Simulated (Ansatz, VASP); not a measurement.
Two plane-wave programs on AlN

```
Al N
1.0
     3.08871    0.00000    0.00000
    -1.54435    2.67490    0.00000
     0.00000    0.00000    4.94303
Al N
2 2
Cartesian
  1.5444 0.8916 2.4666
  0.0000 1.7833 4.9381
  1.5444 0.8916 4.3548
  0.0000 1.7833 1.8833
```

Alike in both runs: functional LDA; k mesh 9 × 9 × 4; occupations gaussian, width 0.02 eV; no spin polarisation.

Ansatz relaxed the structure, and its values are those at the end. VASP's run is a single point on that final structure, the one shown.

```csv
,VASP,Ansatz
version,VASP 6.6.1,Ansatz 0.2.0
potentials or method,"VASP PAW LDA potentials, release 64 (Al, N), cutoff 520 eV","scalar-relativistic, plane waves, PAW"
valence electrons in the cell,16,16
```

Ansatz gave:

- gap on the k mesh at the Fermi level (eV): 4.42
- least direct gap on the mesh (eV): 4.42
- pressure (GPa): 0.0

Problem. Estimate VASP's values.

Solution. gap on the k mesh at the Fermi level (eV): 4.42; least direct gap on the mesh (eV): 4.42; pressure (GPa): 0.7.

Ansatz warns that its potentials were made for another functional, while VASP's fit it. LDA's correlation is that of Perdew and Zunger in VASP and of Perdew and Wang (1992) in Ansatz.
